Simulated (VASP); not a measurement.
The system is KSnS3.

```
K Sn S
1.0
     4.04326    0.00000    0.00000
     0.00000    4.04326    0.00000
     0.00000    0.00000    8.40624
K Sn S
1 1 3
Direct
  0.50000 0.50000 0.00000
  0.00000 0.00000 0.50000
  0.50000 0.50000 0.26024
  0.50000 0.50000 0.73976
  0.50000 0.50000 0.50000
```

```yaml
Program: VASP 6.6.1
Task: relaxation of cell and atoms
Functional: PBE
Potentials_or_basis: VASP PAW PBE potentials, release 64 (K_sv, Sn_d, S)
Cutoff: 600 eV
k_mesh: 4 × 4 × 2
Occupations: gaussian, width 0.1 eV
Spin: no spin polarisation
```

At the start: pressure 14.4 GPa; volume 27.48 Å³/atom.

**Question.** Where does the relaxation end?

**Answer.** Over 11 steps the energy falls by 670.5 meV/atom and the volume is 33.26 Å³/atom (+21.0 %); space group P4/mmm (No. 123, to 0.05 Å).

The path:
| step | energy change (eV) | largest force (eV/Å) | pressure (GPa) | volume (Å³) |
| --- | --- | --- | --- | --- |
| 1 | 0.0000 | 1.1514 | 14.40 | 137.42 |
| 2 | -2.4636 | 1.1291 | -3.25 | 186.53 |
| 3 | -3.1386 | 1.4829 | -0.11 | 165.96 |
| 4 | -3.1435 | 1.4395 | -0.68 | 168.14 |
| 5 | -3.1447 | 1.4538 | -0.49 | 167.38 |
| 6 | -3.2945 | 0.7831 | -0.24 | 166.01 |
| 7 | -3.3510 | 0.0058 | 0.28 | 164.55 |
| 8 | -3.3510 | 0.0370 | 0.25 | 164.60 |
| 9 | -3.3522 | 0.0570 | -0.01 | 165.96 |
| 10 | -3.3522 | 0.0550 | 0.02 | 165.84 |
| 11 | -3.3526 | 0.0136 | -0.01 | 166.32 |

Final structure:
```cif
data_structure
_symmetry_space_group_name_H-M 'P 1'
_symmetry_Int_Tables_number 1
_cell_length_a 4.0177
_cell_length_b 4.0177
_cell_length_c 10.3041
_cell_angle_alpha 90.000
_cell_angle_beta 90.000
_cell_angle_gamma 90.000
_cell_volume 166.32
loop_
_atom_site_label
_atom_site_type_symbol
_atom_site_fract_x
_atom_site_fract_y
_atom_site_fract_z
_atom_site_occupancy
K1 K 0.50000 0.50000 0.00000 1
Sn1 Sn 0.00000 0.00000 0.50000 1
S1 S 0.50000 0.50000 0.27853 1
S2 S 0.50000 0.50000 0.72147 1
S3 S 0.50000 0.50000 0.50000 1
```

Caveat: the k points lie up to 0.39 Å⁻¹ apart in the final cell; the volume moved by over 15 % at a fixed basis, so the end points are rough.
